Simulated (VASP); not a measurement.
# Pd4Pt (Im-3m) in VASP: single point with PBE

Aim: the single point of Pd4Pt with PBE.

All numbers are computed with VASP 6.6.1; they aren't measurements. Logs are shortened: lines on timing, memory, paths and dates and some standing lists are left out, and cuts for length are marked.

## Step 1: The cell of the first run

Symmetry: Im-3m, No. 229, cubic system. The conventional cell has a = 5.852 Å, b = 5.852 Å, c = 5.852 Å, α = 90.00°, β = 90.00°, γ = 90.00°. Pd (site symmetry -3m) has 2 Pt at 2.53 Å and 6 Pd at 2.93 Å within 3.3 Å. Within 3.3 Å of Pt (site symmetry m-3m) lie 8 Pd at 2.53 Å.

The cell was built from a structure type or drawn by symmetry, and may not be a known phase.

## Step 2: Single point, PBE

The input, INCAR:

```
PREC = Accurate ; ENCUT = 520
EDIFF = 1E-7 ; ISMEAR = 0
SIGMA = 0.2 ; LREAL = False
LASPH = True ; NELM = 60
ALGO = Normal ; ISIF = 2
LWAVE = False ; LCHARG = False
GGA = PE ; NBANDS = 33
```

The input, KPOINTS:

```
regular mesh
0
Gamma
  4 4 4
```

The input, POSCAR:

```
Pd4Pt
1.0
   -2.9258339935      2.9258339935      2.9258339935
    2.9258339935     -2.9258339935      2.9258339935
    2.9258339935      2.9258339935     -2.9258339935
Pd Pt
4 1
Direct
    0.0000000000      0.0000000000      0.5000000000
    0.0000000000      0.5000000000      0.0000000000
    0.5000000000      0.0000000000      0.0000000000
    0.5000000000      0.5000000000      0.5000000000
    0.0000000000      0.0000000000      0.0000000000
```

Potentials or basis: VASP PAW PBE potentials, release 64 (Pd, Pt).

The run is started by

```bash
> cat potpaw_PBE.64/Pd/POTCAR potpaw_PBE.64/Pt/POTCAR > POTCAR
> mpirun -np 1 vasp_std > vasp.out
```

OUTCAR:

```text
PREC = Accurate
   ENCUT = 520
   EDIFF = 1E-7
   ISMEAR = 0
   LREAL = False
   LASPH = True
   NELM = 60
   ISIF = 2
   GGA = PE

 ion  position               nearest neighbor table
   1  0.000  0.000  0.500-   5 2.53   5 2.53   4 2.93   2 2.93   3 2.93   2 2.93   3 2.93   4 2.93

   2  0.000  0.500  0.000-   5 2.53   5 2.53   4 2.93   1 2.93   3 2.93   1 2.93   4 2.93   3 2.93

   3  0.500  0.000  0.000-   5 2.53   5 2.53   4 2.93   1 2.93   4 2.93   2 2.93   1 2.93   2 2.93

   4  0.500  0.500  0.500-   5 2.53   5 2.53   3 2.93   1 2.93   3 2.93   2 2.93   1 2.93   2 2.93

   5  0.000  0.000  0.000-   1 2.53   2 2.53   3 2.53   4 2.53   1 2.53   2 2.53   3 2.53   4 2.53

  LATTYP: Found a body centered cubic cell.
 ALAT       =     5.8516679870

  Lattice vectors:

 A1 = (  -2.9258339935,   2.9258339935,   2.9258339935)
 A2 = (   2.9258339935,  -2.9258339935,   2.9258339935)
 A3 = (   2.9258339935,   2.9258339935,  -2.9258339935)

Analysis of symmetry for initial positions (statically):
=====================================================================
 Subroutine PRICEL returns:
 Original cell was already a primitive cell.

 Routine SETGRP: Setting up the symmetry group for a
 body centered cubic supercell.

 Subroutine GETGRP returns: Found 48 space group operations
 (whereof 48 operations were pure point group operations)
 out of a pool of 48 trial point group operations.

The static configuration has the point symmetry O_h .

Analysis of symmetry for dynamics (positions and initial velocities):
=====================================================================
 Subroutine PRICEL returns:
 Original cell was already a primitive cell.

 Routine SETGRP: Setting up the symmetry group for a
 body centered cubic supercell.

 Subroutine GETGRP returns: Found 48 space group operations
 (whereof 48 operations were pure point group operations)
 out of a pool of 48 trial point group operations.

The dynamic configuration has the point symmetry O_h .

 Subroutine INISYM returns: Found 48 space group operations
 (whereof 48 operations are pure point group operations),
 and found     1 'primitive' translations

----------------------------------------------------------------------------------------

                                     Primitive cell

  volume of cell :     100.1865

  direct lattice vectors                    reciprocal lattice vectors
    -2.925833993  2.925833993  2.925833993     0.000000000  0.170891445  0.170891445
     2.925833993 -2.925833993  2.925833993     0.170891445  0.000000000  0.170891445
     2.925833993  2.925833993 -2.925833993     0.170891445  0.170891445  0.000000000

  length of vectors
     5.067693131  5.067693131  5.067693131     0.241677000  0.241677000  0.241677000

  position of ions in fractional coordinates (direct lattice)
     0.000000000  0.000000000  0.500000000
     0.000000000  0.500000000  0.000000000
     0.500000000  0.000000000  0.000000000
     0.500000000  0.500000000  0.500000000
     0.000000000  0.000000000  0.000000000

  ion indices of the primitive-cell ions
   primitive index   ion index
                 1           1
                 2           2
                 3           3
                 4           4
                 5           5

----------------------------------------------------------------------------------------

 KPOINTS: regular mesh

Automatic generation of k-mesh.
 Grid dimensions read from file:
 generate k-points for:    4    4    4

 Generating k-lattice:

  Cartesian coordinates                     Fractional coordinates (reciprocal lattice)
     0.000000000  0.042722861  0.042722861     0.250000000  0.000000000  0.000000000
     0.042722861  0.000000000  0.042722861     0.000000000  0.250000000  0.000000000
     0.042722861  0.042722861  0.000000000     0.000000000  0.000000000  0.250000000

  Length of vectors
     0.060419250  0.060419250  0.060419250

  Shift w.r.t. Gamma in fractional coordinates (k-lattice)
     0.000000000  0.000000000  0.000000000

 Subroutine IBZKPT returns following result:
 ===========================================

 Found      8 irreducible k-points:

 Following reciprocal coordinates:
            Coordinates               Weight
  0.000000  0.000000  0.000000      1.000000
  0.250000  0.000000  0.000000     12.000000
  0.500000  0.000000  0.000000      6.000000
  0.250000  0.250000  0.000000     24.000000
  0.250000  0.250000  0.250000      2.000000
 -0.250000  0.250000  0.250000      6.000000
  0.500000  0.500000  0.250000     12.000000
  0.500000  0.500000  0.500000      1.000000
   k-points           NKPTS =      8   k-points in BZ     NKDIM =      8   number of bands    NBANDS=     33
   number of dos      NEDOS =    301   number of ions     NIONS =      5
   total plane-waves  NPLWV =  64000
   dimension x,y,z NGX =    40 NGY =   40 NGZ =   40
   dimension x,y,z NGXF=    80 NGYF=   80 NGZF=   80
   ions per type =               4   1
   NGX,Y,Z   is equivalent  to a cutoff of  13.12, 13.12, 13.12 a.u.
   NGXF,Y,Z  is equivalent  to a cutoff of  26.24, 26.24, 26.24 a.u.
 SYSTEM =  unknown system
   PREC   = accura    normal or accurate (medium, high low for compatibility)
   ISTART =      0    job   : 0-new  1-cont  2-samecut
   ICHARG =      2    charge: 1-file 2-atom 10-const
   ISPIN  =      1    spin polarized calculation?
   LNONCOLLINEAR =      F non collinear calculations
   LSORBIT =      F    spin-orbit coupling
   LASPH  =      T    aspherical Exc in radial PAW
   ENCUT  =  520.0 eV  38.22 Ry    6.18 a.u.   9.42  9.42  9.42*2*pi/ulx,y,z
   NELM   =     60;   NELMIN=  2; NELMDL= -5     # of ELM steps
   EDIFF  = 0.1E-06   stopping-criterion for ELM
   LREAL  =      F    real-space projection
   EDIFFG = 0.1E-05   stopping-criterion for IOM
   NSW    =      0    number of steps for IOM
   IBRION =     -1    ionic relax: 0-MD 1-quasi-New 2-CG
   NFREE  =      0    steps in history (QN), initial steepest desc. (CG)
   ISIF   =      2    stress and relaxation
   ISYM   =      2    0-nonsym 1-usesym 2-fastsym
   POTIM  = 0.5000    time-step for ionic-motion
   TEBEG  =    0.0;   TEEND  =   0.0 temperature during run
   PSTRESS=    0.0 pullay stress
   NELECT =      50.0000    total number of electrons
   NUPDOWN=      -1.0000    fix difference up-down
   EMIN   =  10.00;   EMAX   =-10.00  energy-range for DOS
   EFERMI =   0.00;   METHOD = LEGACY
   ISMEAR =     0;   SIGMA  =   0.20  broadening in eV -4-tet -1-fermi 0-gaus
   EFERMI_NEDOS =   21; number of points for ismear=-14 and -15
   IALGO  =     38    algorithm
   IMIX   =      4    mixing-type and parameters
     AMIX     =   0.40;   BMIX     =  1.00
     AMIX_MAG =   1.60;   BMIX_MAG =  1.00
  volume/ion in A,a.u.               =      20.04       135.22
  Fermi-wavevector in a.u.,A,eV,Ry     =   1.298559  2.453921 22.942913  1.686257
  Thomas-Fermi vector in A             =   2.429880
   LORBIT       =      0    0 simple, 1 ext, 2 COOP (PROOUT), +10 PAW based schemes
   GGA     = PE    functional components
   LHFCALC =     F    Hartree Fock is set to
   AEXX    =    0.0000 exact exchange contribution
   IVDW    =     0    specifies the selected vdW correction
   LEPSILON=     F    determine dielectric tensor
   LRPA    =     F    only Hartree local field effects (RPA)
 non-spin polarized calculation
 Gauss-broadening in eV      SIGMA  =   0.20
  energy-cutoff  :      520.00
  volume of cell :      100.19
 maximum number of plane-waves:      2731
 NGX is ok and might be reduce to    40
   NGX = 19   NGY = 19   NGZ = 19

 number of electron      49.9999989 magnetization

 Free energy of the ion-electron system (eV)
  ---------------------------------------------------
  ext. energy  EPLUGINS =         0.00000000
  ---------------------------------------------------
  free energy    TOTEN  =       -24.06771779 eV

  energy without entropy =      -23.94346698  energy(sigma->0) =      -24.00559238

 E-fermi :   6.0327     XC(G=0): -11.1780

 val. band max:        6.0156483764   @ k =  -0.2500   0.2500   0.2500
 cond. band min:       6.0616184916   @ k =   0.5000   0.5000   0.5000
 fundamental gap:      0.0459701152
 Fermi energy:         6.0327498057

 k-point     1 :       0.0000    0.0000    0.0000
  band No.  band energies     occupation
      1      -0.8956      2.00000
      2       0.4997      2.00000
      3       0.4997      2.00000
      4       0.4997      2.00000
      5       0.8326      2.00000
      6       0.8326      2.00000
[... 25 lines left out ...]
     32      10.5147      0.00000
     33      14.4349      0.00000

 k-point     2 :       0.2500    0.0000    0.0000
  band No.  band energies     occupation
      1      -0.4113      2.00000
      2       0.6536      2.00000
      3       0.8127      2.00000
      4       1.0667      2.00000
      5       1.1605      2.00000
      6       1.1809      2.00000
[... 25 lines left out ...]
     32      11.4833      0.00000
     33      14.9124      0.00000

 k-point     3 :       0.5000    0.0000    0.0000
  band No.  band energies     occupation
      1      -0.0172      2.00000
      2       0.8256      2.00000
      3       1.4488      2.00000
      4       1.7751      2.00000
      5       2.1331      2.00000
      6       2.4065      2.00000
[... 25 lines left out ...]
     32      13.4368      0.00000
     33      14.9758      0.00000

 k-point     4 :       0.2500    0.2500    0.0000
  band No.  band energies     occupation
      1       0.1420      2.00000
      2       1.0969      2.00000
      3       1.1346      2.00000
      4       1.6627      2.00000
      5       1.7008      2.00000
      6       2.1096      2.00000
[... 25 lines left out ...]
     32      13.5771      0.00000
     33      14.2525      0.00000

 k-point     5 :       0.2500    0.2500    0.2500
  band No.  band energies     occupation
      1       0.6407      2.00000
      2       1.2925      2.00000
      3       1.2925      2.00000
      4       1.2925      2.00000
      5       1.8060      2.00000
      6       1.8060      2.00000
[... 25 lines left out ...]
     32      15.4276      0.00000
     33      15.5686      0.00000

 k-point     6 :      -0.2500    0.2500    0.2500
  band No.  band energies     occupation
      1       0.1927      2.00000
      2       1.0474      2.00000
      3       1.0474      2.00000
      4       1.3918      2.00000
      5       1.4039      2.00000
      6       1.5450      2.00000
[... 25 lines left out ...]
     32      12.5576      0.00000
     33      13.4944      0.00000

 k-point     7 :       0.5000    0.5000    0.2500
  band No.  band energies     occupation
      1       0.7006      2.00000
      2       1.3464      2.00000
      3       1.8492      2.00000
      4       1.9643      2.00000
      5       2.3094      2.00000
      6       2.4647      2.00000
[... 25 lines left out ...]
     32      12.9559      0.00000
     33      13.2773      0.00000

 k-point     8 :       0.5000    0.5000    0.5000
  band No.  band energies     occupation
      1       2.1929      2.00000
      2       2.1929      2.00000
      3       2.1929      2.00000
      4       2.7249      2.00000
      5       2.7249      2.00000
      6       2.7949      2.00000
[... 25 lines left out ...]
     32      15.5008      0.00000
     33      15.5009      0.00000

------------------------ aborting loop because EDIFF is reached ----------------------------------------

  FORCE on cell =-STRESS in cart. coord.  units (eV):
  Direction    XX          YY          ZZ          XY          YZ          ZX
  --------------------------------------------------------------------------------------
  -------------------------------------------------------------------------------------
  Total        0.0059161      0.0059161      0.0059161      0.0000000     -0.0000000     -0.0000000
  in kB        0.0946093      0.0946093      0.0946093      0.0000000     -0.0000000     -0.0000000
  external PRESSURE =       0.0946093 kB  Pullay stress =       0.0000000 kB

 VOLUME and BASIS-vectors are now :
 -----------------------------------------------------------------------------
  energy-cutoff  :      520.00
  volume of cell :      100.19
      direct lattice vectors                 reciprocal lattice vectors
    -2.925833993  2.925833993  2.925833993     0.000000000  0.170891445  0.170891445
     2.925833993 -2.925833993  2.925833993     0.170891445  0.000000000  0.170891445
     2.925833993  2.925833993 -2.925833993     0.170891445  0.170891445  0.000000000

 POSITION                                       TOTAL-FORCE (eV/Angst)
 -----------------------------------------------------------------------------------
      1.46292      1.46292     -1.46292        -0.000000     -0.000000     -0.000000
      1.46292     -1.46292      1.46292        -0.000000     -0.000000     -0.000000
     -1.46292      1.46292      1.46292         0.000000     -0.000000      0.000000
      1.46292      1.46292      1.46292        -0.000000      0.000000      0.000000
      0.00000      0.00000      0.00000         0.000000      0.000000     -0.000000
 -----------------------------------------------------------------------------------
    total drift:                                0.000000     -0.000000      0.000000

  FREE ENERGIE OF THE ION-ELECTRON SYSTEM (eV)
  ---------------------------------------------------
  free  energy   TOTEN  =       -24.0677177853 eV

  energy  without entropy=      -23.9434669779  energy(sigma->0) =      -24.00559238
```

Run time: 61 s. Hardware: 1 thread of Intel Xeon 8259CL, shared host; peak memory 0.24 GiB.

Results:

```yaml
Free_energy: -24.0677 eV
Pressure: 0.0 GPa
Band_gap_on_the_k_mesh: zero (bands 25 and 26 overlap by 1.46 eV)
```

Levels at points of the mesh, in eV from the Fermi level:
```tsv
k point	band 21	band 22	band 23	band 24	band 25	band 26	band 27	band 28	band 29	band 30
(0.00, 0.00, 0.00)	-0.05	-0.05	-0.05	1.00	1.00	1.00	2.79	2.79	2.79	4.48
(0.50, 0.00, 0.00)	-0.98	-0.97	-0.94	-0.85	-0.51	-0.45	0.67	3.01	3.41	4.63
(0.50, 0.50, 0.50)	-1.46	-1.31	-0.58	-0.58	0.03	0.03	1.86	1.86	2.33	2.33
```

Caveat: the k points lie up to 0.38 Å⁻¹ apart, too coarse for converged energies and pressures of a metal; spin-orbit coupling is left out, which moves the levels of the heavy elements.
